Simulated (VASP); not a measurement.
Write the native input for VASP 6.6.1 that does the following.

| Property | Result |
| --- | --- |
| Task | single point |
| Functional | PBE |
| Potentials or basis | VASP PAW PBE potentials, release 64 (Ga_d, N) |
| Cutoff | 520 eV |
| k mesh | 10 × 10 × 10 |
| Occupations | gaussian, width 0.02 eV |
| Spin | no spin polarisation |
| Dipole correction | no |
| Further INCAR settings | ALGO = Normal; EDIFF = 1e-06; NBANDS = 16 |

The structure of GaN lies in POSCAR:

```
GaN
1.0
    0.0000000000      2.2278124379      2.2278124379
    2.2278124379      0.0000000000      2.2278124379
    2.2278124379      2.2278124379      0.0000000000
Ga N
1 1
Direct
    0.0000000000      0.0000000000      0.0000000000
    0.7500000000      0.7500000000      0.7500000000
```

This cell differs from its parent crystal: volume scaled by 0.94.

One way to write it, as run:

INCAR

```
PREC = Accurate
ENCUT = 520
EDIFF = 1E-6
ISMEAR = 0
SIGMA = 0.02
LREAL = F
LASPH = T
NELM = 100
ALGO = Normal
ISIF = 2
LWAVE = F
LCHARG = F
GGA = PE
NBANDS = 16
```

KPOINTS

```
Automatic mesh
0
Gamma
  10 10 10
```

Potentials or basis: VASP PAW PBE potentials, release 64 (Ga_d, N).

Command:

```sh
$ cat potpaw_PBE.64/Ga_d/POTCAR potpaw_PBE.64/N/POTCAR > POTCAR
$ mpirun -np 1 vasp_std > vasp.out
```

Results of the run:

| Quantity | Value |
| --- | --- |
| Pressure | 12.2 GPa |
| Band gap on the k mesh | 1.95 eV, direct |

It took 6.1 s on 1 thread of Intel(R) Xeon(R) 6975P-C (Granite Rapids) (shared host), peak memory 0.14 GiB.
